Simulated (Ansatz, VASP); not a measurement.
Ir in VASP and in Ansatz

File INCAR:

```
PREC = Accurate
ENCUT = 520
EDIFF = 1E-6
ISMEAR = -1
SIGMA = 0.1
LREAL = False
LASPH = True
NELM = 100
ALGO = Normal
ISIF = 2
LWAVE = False
LCHARG = True
LELF = True
LVHAR = True
NBANDS = 10
```

File KPOINTS:

```
regular mesh
0
Gamma
  15 15 15
```

File POSCAR:

```
Ir
1.0
    2.3841419443      0.0000000000      0.0000000000
    0.0000000000      2.3841419443      0.0000000000
    0.0000000000      0.0000000000      2.3841419443
Ir
1
Direct
    0.0000000000      0.0000000000      0.0000000000
```

Input for Ansatz:

```yaml
crystal:
  lattice:
    - [2.3841419443, 0.0, 0.0]
    - [0.0, 2.3841419443, 0.0]
    - [0.0, 0.0, 2.3841419443]
  atoms:
    - { symbol: Ir, position: [0.0, 0.0, 0.0] }
kpoints:
  mp_grid: { grid: [15, 15, 15] }
  band_path:
    path:
      - [0.0, 0.0, 0.0]
      - [0.0, 0.5, 0.0]
      - [0.5, 0.5, 0.0]
      - [0.0, 0.0, 0.0]
      - [0.5, 0.5, 0.5]
      - [0.0, 0.5, 0.0]
      - [0.5, 0.5, 0.5]
      - [0.5, 0.5, 0.0]
    npoints: 8
scf:
  occupations: { method: fermi_dirac, width: 0.1 }
hamiltonian:
  xc: lda
  pseudopotentials: { kind: paw }
output:
  forces: true
  stress: true
  eigenvalues: true
  populations: true
  dos: { projected: true, de: 0.2, e_range: [-14, 8] }
```

Change from the starting cell: volume scaled by 0.84, PAW files.

Alike in both runs: task single point; functional LDA; k mesh 15 × 15 × 15; occupations fermi-dirac, width 0.1 eV; no spin polarisation.

|  | VASP | Ansatz |
| --- | --- | --- |
| version | VASP 6.6.1 | Ansatz 0.2.0 |
| potentials or method | VASP PAW LDA potentials, release 64 (Ir) | PAW with Ansatz's default frozen-core files, scalar-relativistic |
| plane-wave cutoff (eV) | 520 | 420 |
| valence electrons in the cell | 9 | 17 |

|  | VASP | Ansatz | Ansatz less VASP |
| --- | --- | --- | --- |
| pressure (GPa) | 79.7 | 77.3 | -2.44 |

LDA's correlation is that of Perdew and Zunger in VASP and of Perdew and Wang (1992) in Ansatz. Both programs put the cell under a high pressure, so it lies far from rest at this level. VASP's potentials hold 9 valence electrons a cell and Ansatz's 17, so a difference there can come from the potentials and not from the codes.

Spin-orbit coupling is off throughout. Noted on VASP's run: the cell as given lies far from equilibrium.
